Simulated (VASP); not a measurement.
Here is a VASP 6.6.1 calculation.

Contents of INCAR:

```
  PREC = Accurate
  ENCUT = 520
  EDIFF = 1E-7
  ISMEAR = 0
  SIGMA = 0.1
  LREAL = F
  LASPH = T
  NELM = 80
  ALGO = Normal
  ISIF = 2
  LWAVE = F
  LCHARG = T
  GGA = PE
  LELF = T
  LVHAR = T
  NBANDS = 22
```

Contents of KPOINTS:

```
regular mesh
0
Gamma
  6 4 4
```

Contents of POSCAR:

```
RbP2N2
1.0
    2.8885838700      0.0000000000      0.0000000000
    0.0000000100      4.9838073600      0.0000000000
   -0.7221459700     -1.2459518400      5.6521289900
Rb P N
1 2 2
Direct
    0.6459249400      0.1246649300      0.5063717300
    0.0219123600      0.0006523500      0.0103214000
    0.5219123600      0.5006523500      0.0103214000
    0.4920539900      0.1680605100      0.0000000000
    0.9920539900      0.6680605100      0.0000000000
```

Potentials or basis: VASP PAW PBE potentials, release 64 (Rb_sv, P, N).

The run is started by

```console
$ cat potpaw_PBE.64/Rb_sv/POTCAR potpaw_PBE.64/P/POTCAR potpaw_PBE.64/N/POTCAR > POTCAR
$ mpirun -np 1 vasp_std > vasp.out
```

Question: Predict the largest force.

Answer: 2.550 eV/Å.

Question: Estimate the pressure.

Answer: 31.4 GPa.

Forces in eV/Å, atoms in the order of the input:
```
Rb   0.011  0.054 -0.106
P   -1.803 -0.535  1.054
P   -2.149 -0.041  1.372
N    1.950  0.390 -1.166
N    1.990  0.132 -1.154
```

Caveat: the k points lie up to 0.37 Å⁻¹ apart, too coarse for converged energies and pressures of a metal; forces of over 1 eV/Å act on the atoms, so gaps and moduli don't describe the material at rest.
